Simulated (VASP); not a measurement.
## Fe: relaxation of cell and atoms with r2SCAN

The system is Fe.

```xyz
1
Lattice="-1.4332 1.4332 1.4332 1.4332 -1.4332 1.4332 1.4332 1.4332 -1.4332" Properties=species:S:1:pos:R:3 pbc="T T T"
Fe    0.0000    0.0000    0.0000
```

```yaml
Program: VASP 6.6.1
Task: relaxation of cell and atoms
Functional: r2SCAN
Potentials_or_basis: VASP PAW PBE potentials, release 64 (Fe)
Cutoff: 600 eV
k_mesh: 15 × 15 × 15
Occupations: fermi-dirac, width 0.05 eV
Spin: collinear spin, ferromagnetic start
Starting_moments: "[2.5] μB"
Dipole_correction: no
Further_INCAR_settings: ALGO = Normal; EDIFF = 1e-07; IBRION = 2; EDIFFG = -0.01; NSW = 80; ISIF = 3
```

```
Pressure after relaxing                               : 0.0 GPa
Net moment                                            : 2.67 μB per cell
Site moments                                          : Fe +2.74 μB
Valence electrons inside the program's atomic spheres : Fe 7.20
```

Final structure:
```
Fe
1.0
    -1.43325    1.43325    1.43325
     1.43325   -1.43325    1.43325
     1.43325    1.43325   -1.43325
Fe
1
Direct
  0.00000 0.00000 0.00000
```

Levels at points of the mesh, in eV from the Fermi level:
Spin up:
| k point | band 2 | band 3 | band 4 | band 5 | band 6 | band 7 | band 8 | band 9 |
| --- | --- | --- | --- | --- | --- | --- | --- | --- |
| (0.00, 0.00, 0.00) | -3.09 | -3.09 | -3.09 | -1.88 | -1.88 | 25.62 | 25.62 | 25.62 |
Spin down:
| k point | band 1 | band 2 | band 3 | band 4 | band 5 | band 6 | band 7 | band 8 |
| --- | --- | --- | --- | --- | --- | --- | --- | --- |
| (0.00, 0.00, 0.00) | -9.12 | 0.37 | 0.37 | 0.37 | 2.56 | 2.56 | 25.27 | 25.27 |

Wall time 84 s on 1 thread of AMD EPYC 9R45 96-Core Processor (Zen 5) (shared host), peak memory 0.12 GiB.

Caveat: the relaxation stopped at its first step, so nothing moved; the PAW data sets were made with another functional, which shifts forces and pressure a little.
